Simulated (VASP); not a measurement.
Wanted: the native input for a VASP 6.6.1 run.

| Quantity | Value |
| --- | --- |
| Task | single point |
| Functional | PBE |
| Potentials or basis | VASP PAW PBE potentials, release 64 (Cu, O) |
| Cutoff | 520 eV |
| k mesh | 20 × 20 × 20 |
| Occupations | fermi-dirac, width 0.0612256 eV |
| Spin | no spin polarisation |
| Dipole correction | no |
| Further INCAR settings | ALGO = Normal; EDIFF = 1e-07; NBANDS = 18 |

The structure of CuO2 (fluorite type) lies in POSCAR:

```
CuO2
1.0
    0.0000000000      2.3674778472      2.3674778472
    2.3674778472      0.0000000000      2.3674778472
    2.3674778472      2.3674778472      0.0000000000
Cu O
1 2
Direct
    0.0000000000      0.0000000000      0.0000000000
    0.2500000000      0.2500000000      0.2500000000
    0.7500000000      0.7500000000      0.7500000000
```

These files were run (other wordings do the same):

INCAR

```
  ALGO = Normal
  EDIFF = 1E-7
  ENCUT = 520
  GGA = PE
  ISIF = 2
  ISMEAR = -1
  LASPH = True
  LCHARG = False
  LREAL = False
  LWAVE = False
  NBANDS = 18
  NELM = 60
  PREC = Accurate
  SIGMA = 0.06122561905347299
```

KPOINTS

```
k-points
0
Gamma
  20 20 20
```

Potentials or basis: VASP PAW PBE potentials, release 64 (Cu, O).

Launch:

```bash
$ cat potpaw_PBE.64/Cu/POTCAR potpaw_PBE.64/O/POTCAR > POTCAR
$ mpirun -np 1 vasp_std > vasp.out
```

It gave:

The pressure is 13.1 GPa. The band gap on the k mesh is zero (an odd number of electrons rules out a gap without spin polarisation).

Caveat: the cell stands under pressure; an odd number of electrons without spin polarisation forces a metal; a magnetic or distorted state may lie lower; semilocal functionals often make such compounds metallic where correlation or magnetic order opens a gap, which also shifts bond lengths.

Run time: 2.2 min on 1 thread of Intel(R) Xeon(R) 6975P-C (Granite Rapids), on a shared host, peak memory 0.24 GiB.
